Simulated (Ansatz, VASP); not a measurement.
# One calculation of ReS, two programs

File INCAR:

```
SYSTEM = ReS
ALGO = Normal
EDIFF = 1E-6
ENCUT = 520
GGA = PE
ISIF = 2
ISMEAR = 0
LASPH = .True.
LCHARG = .False.
LREAL = .False.
LWAVE = .False.
NBANDS = 14
NELM = 80
PREC = Accurate
SIGMA = 0.1
```

File KPOINTS:

```
k-points
0
Gamma
  14 14 14
  0 0 0
```

The input POSCAR:

```
ReS
1.0
    0.0000000000      2.8577235165      2.8577235165
    2.8577235165      0.0000000000      2.8577235165
    2.8577235165      2.8577235165      0.0000000000
Re S
1 1
Direct
    0.0000000000      0.0000000000      0.0000000000
    0.2500000000      0.2500000000      0.2500000000
```

Input for Ansatz:

```yaml
crystal:
  lattice:
    - [0.0, 2.8577235165, 2.8577235165]
    - [2.8577235165, 0.0, 2.8577235165]
    - [2.8577235165, 2.8577235165, 0.0]
  atoms:
    - { symbol: Re, position: [0.0, 0.0, 0.0] }
    - { symbol: S, position: [0.25, 0.25, 0.25] }
basis:
  ecutwfc: 420
kpoints:
  mp_grid: { grid: [14, 14, 14] }
hamiltonian:
  xc: pbe
scf:
  occupations: { method: gaussian, width: 0.1 }
output:
  forces: true
  stress: true
  eigenvalues: true
  write_density: true
  write_potential: true
  elf: true
  volumetric_format: npy
```

Alike in both runs: task single point; functional PBE; k mesh 14 × 14 × 14; occupations gaussian, width 0.1 eV; no spin polarisation.

```csv
,VASP,Ansatz
version,VASP 6.6.1,Ansatz 0.2.0
potentials or method,"VASP PAW PBE potentials, release 64 (Re, S), cutoff 520 eV","scalar-relativistic, plane waves, PAW"
valence electrons in the cell,13,21
```

VASP gave:

| Property | Result |
| --- | --- |
| gap on the k mesh at the Fermi level (eV) | none |
| pressure (GPa) | -24.6 |

Task: What did Ansatz give for the same quantities?

Result: gap on the k mesh at the Fermi level (eV): none; pressure (GPa): -24.7.

A gap of «none» marks a metal or a gap that the smearing closes. With one functional, cell and mesh, what is left measures potentials, basis and numerics. VASP's potentials hold 13 valence electrons a cell and Ansatz's 21, so a difference there can come from the potentials and not from the codes.

Spin-orbit coupling is off throughout.
